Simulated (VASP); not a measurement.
# Ta7GeO20 (a cell with a defect) in VASP: notebook, part 2 of 2

VASP 6.6.1. The steps go on from the part before.

### Step 3. Single point, PBEsol, collinear spin

INCAR reads:

```
PREC = Accurate ; ENCUT = 520
EDIFF = 1E-6 ; ISMEAR = 0
SIGMA = 0.01 ; LREAL = False
LASPH = True ; NELM = 200
ALGO = Normal ; ISIF = 2
LWAVE = False ; LCHARG = False
ISPIN = 2 ; MAGMOM = -0.01 -0.01 -0.01 0 0 0 0 0 0.08 0.09 0.14 0.22 0 0 0.01 0.01 0.01 0.01 0.03 0.03 0 0 0 0 0.24 0.16 0 0
LORBIT = 11 ; NUPDOWN = 1.0
LMAXMIX = 4 ; GGA = PS
NBANDS = 130 ; GGA_COMPAT = False
```

KPOINTS reads:

```
Automatic mesh
0
Gamma
  1 1 1
  0.25 0.25 0.25
```

POSCAR reads:

```
Ta7GeO20
1.0
    0.0000000000     11.9846651800      3.5696847700
    5.7020527300      0.0000000000      3.5696847700
    5.7020527300     11.9846651800      0.0000000000
Ta Ge O
7 1 20
Direct
    0.1194638345      0.3843112492      0.7396645373
    0.6100151136      0.8911101965      0.2432467777
    0.8911553632      0.6129730065      0.2554503189
    0.2564254086      0.2452618156      0.3825682440
    0.7583875211      0.7429018753      0.8870068788
    0.2491691660      0.2518561164      0.0962521026
    0.7382574461      0.7652140885      0.6129801258
    0.3925114919      0.1103620391      0.7557369858
    0.3248373214      0.6779475854      0.5609753042
    0.8276161018      0.1748322172      0.0589755505
    0.1808295785      0.8409384777      0.9422197654
    0.6619851000      0.3198417180      0.4587273734
    0.4398139746      0.5622212575      0.1787101914
    0.9402584959      0.0615083513      0.6813205598
    0.0565699165      0.9364152351      0.3198817526
    0.5630090105      0.4484729788      0.8151957034
    0.4335150076      0.0730363998      0.2964040025
    0.9331061571      0.5686287165      0.8011712316
    0.0685608978      0.4255889511      0.1941593713
    0.5630336598      0.9398446930      0.7022132292
    0.2036677437      0.3035766936      0.5656491208
    0.6958140074      0.8016600378      0.0720404219
    0.3051758575      0.2040879049      0.9216448938
    0.7907305248      0.7035064137      0.4339518387
    0.2630512795      0.2432383059      0.7402447944
    0.7569599920      0.7413597053      0.2393142639
    0.2537248664      0.2425421846      0.2435183011
    0.7519261454      0.7571262232      0.7470144194
```

Potentials or basis: VASP PAW PBE potentials, release 64 (Ta_pv, Ge_d, O).

The run is started by

```
$ cat potpaw_PBE.64/Ta_pv/POTCAR potpaw_PBE.64/Ge_d/POTCAR potpaw_PBE.64/O/POTCAR > POTCAR
$ mpirun -np 1 vasp_std > vasp.out
```

Wall time 55 min (1 thread of Intel Xeon 8259CL, shared host); peak memory 1.5 GiB.

Results (log left out):

```
Free energy                                           : -267.8882 eV
Pressure                                              : 1.0 GPa
Largest force                                         : 0.230 eV/Å
Net moment                                            : 1.00 μB per cell
Site moments                                          : Ta -0.03, -0.02, -0.00, +0.00 (each value once); Ge -0.01; O +0.07, +0.08, +0.13, +0.20, +0.00, +0.01, +0.02, +0.03, -0.00, +0.22, +0.15 (each value once) μB
Valence electrons inside the program's atomic spheres : Ta 9.01, 9.03, 9.00, 8.98 (each value once); Ge 12.60; O 5.06, 5.04, 5.01, 5.08, 5.07, 5.09 (each value once)
```

Forces on the atoms (eV/Å):
```
Ta   0.142  0.042  0.014
Ta   0.126  0.059  0.007
Ta  -0.176 -0.054 -0.083
Ta   0.094  0.008  0.030
Ta   0.111 -0.015  0.047
Ta  -0.060  0.048  0.017
Ta  -0.092  0.032 -0.034
Ge   0.011 -0.005  0.004
O    0.074  0.030 -0.010
O    0.071  0.027  0.009
O    0.000  0.004  0.113
O   -0.033 -0.022 -0.093
O    0.069 -0.030 -0.015
O    0.074 -0.034 -0.014
O   -0.070  0.028  0.000
O   -0.061  0.066 -0.024
O   -0.081  0.057 -0.015
O   -0.139  0.089 -0.033
O    0.099 -0.038  0.016
O    0.185 -0.128  0.051
O   -0.156 -0.107 -0.004
O   -0.158 -0.091 -0.011
O   -0.110 -0.103 -0.023
O    0.169  0.090  0.063
O   -0.061  0.125 -0.011
O    0.000 -0.023  0.004
O   -0.016 -0.035 -0.003
O   -0.010 -0.019 -0.001
```

Stress tensor (GPa, compression positive):
```
0.92 0.76 0.01
0.76 0.66 0.03
0.01 0.03 1.40
```

Caveat: the k points lie up to 1.07 Å⁻¹ apart; the PAW data sets were made with another functional, which shifts forces and pressure a little; the total moment is fixed, so each spin has its own Fermi level.

### Step 4. Single point, PBEsol, collinear spin

INCAR reads:

```
  ALGO = Normal
  EDIFF = 1E-6
  ENCUT = 520
  GGA = PS
  GGA_COMPAT = F
  ISIF = 2
  ISMEAR = 0
  ISPIN = 2
  LASPH = T
  LCHARG = T
  LELF = T
  LMAXMIX = 4
  LORBIT = 11
  LREAL = F
  LVHAR = T
  LWAVE = F
  MAGMOM = -0.01 -0.01 -0.01 -0.01 -0.01 -0.01 -0.01 0 0.08 0.1 0.11 0.27 0.1 0.1 0.14 0.16 0.01 0.01 0.02 0.03 0.01 0.01 0.06 0.03 0.25 0.17 0.25 0.19
  NBANDS = 130
  NELECT = 210.0
  NELM = 200
  NUPDOWN = 2.0
  PREC = Accurate
  SIGMA = 0.01
```

KPOINTS is that of step 3.

POSCAR reads:

```
Ta7GeO20
1.0
    0.0000000000     11.9846651800      3.5696847700
    5.7020527300      0.0000000000      3.5696847700
    5.7020527300     11.9846651800      0.0000000000
Ta Ge O
7 1 20
Direct
    0.1198706308      0.3816281341      0.7396808975
    0.6113254184      0.8883874556      0.2424261070
    0.8902739722      0.6147906494      0.2567491991
    0.2590050693      0.2435415284      0.3837702094
    0.7600419545      0.7389474221      0.8875900820
    0.2450530684      0.2533670273      0.0988923436
    0.7356727536      0.7685433547      0.6135814941
    0.3911592100      0.1099713125      0.7565172170
    0.3249209467      0.6757444710      0.5588483547
    0.8296836252      0.1709282960      0.0578266059
    0.1772648852      0.8409332464      0.9490348192
    0.6587009839      0.3220989988      0.4616211839
    0.4412191518      0.5603843096      0.1725578312
    0.9435511273      0.0569142039      0.6721742321
    0.0562909947      0.9385482082      0.3250226662
    0.5575506897      0.4501458620      0.8230039087
    0.4365640768      0.0736558566      0.2948693591
    0.9308985742      0.5626724669      0.8047104345
    0.0608606268      0.4212280492      0.2008479213
    0.5638894377      0.9448544859      0.7013736949
    0.2009949239      0.3020752487      0.5655146935
    0.6966454913      0.8041389218      0.0681166322
    0.3051600976      0.2024288277      0.9234858121
    0.7916146251      0.7034660182      0.4367118654
    0.2646821393      0.2422040681      0.7384282269
    0.7552347223      0.7371909576      0.2409637040
    0.2568180566      0.2438215992      0.2404743369
    0.7506309094      0.7523038426      0.7482676230
```

The run is started by

```
$ cat potpaw_PBE.64/Ta_pv/POTCAR potpaw_PBE.64/Ge_d/POTCAR potpaw_PBE.64/O/POTCAR > POTCAR
$ mpirun -np 1 vasp_std > vasp.out
```

It took 59 min on 1 thread of Intel Xeon 8259CL, shared host; peak memory 1.5 GiB.

It converged, with:

* Free energy: -267.1248 eV
* Largest force: 0.235 eV/Å
* Net moment: 2.00 μB per cell
* Site moments: Ta -0.03, -0.02 (each value once); Ge -0.01; O +0.07, +0.09, +0.10, +0.24, +0.13, +0.14, +0.01, +0.02, +0.06, +0.03, +0.22, +0.15, +0.21, +0.17 (each value once) μB
* Valence electrons inside the program's atomic spheres: Ta 8.97, 8.99, 9.00 (each value once); Ge 12.60; O 5.06, 5.05, 5.00, 5.08, 5.07, 5.01 (each value once)

Forces on the atoms (eV/Å):
```
Ta   0.093  0.026  0.009
Ta   0.108  0.024  0.029
Ta  -0.131 -0.023 -0.090
Ta   0.092 -0.031  0.010
Ta   0.112 -0.035  0.027
Ta  -0.060  0.077 -0.002
Ta  -0.110  0.036 -0.042
Ge   0.022 -0.006 -0.006
O    0.080  0.037 -0.011
O    0.065  0.039 -0.006
O   -0.014 -0.002  0.136
O   -0.026 -0.009 -0.080
O    0.072 -0.040  0.005
O    0.064 -0.039 -0.010
O   -0.063  0.031 -0.011
O   -0.055  0.059  0.005
O   -0.117  0.082 -0.011
O   -0.141  0.088 -0.014
O    0.110 -0.052  0.018
O    0.185 -0.137  0.047
O   -0.110 -0.083 -0.007
O   -0.120 -0.065 -0.017
O   -0.115 -0.099 -0.018
O    0.133  0.064  0.044
O   -0.059  0.117 -0.009
O    0.000 -0.023  0.011
O   -0.006 -0.029 -0.006
O   -0.011 -0.008  0.000
```

Caveat: the k points lie up to 1.07 Å⁻¹ apart; the cell carries a net charge on a neutralising background, which shifts energy and pressure; the cell is charged against a uniform background, so pressure and absolute levels hang on convention; the PAW data sets were made with another functional, which shifts forces and pressure a little; the total moment is fixed, so each spin has its own Fermi level.
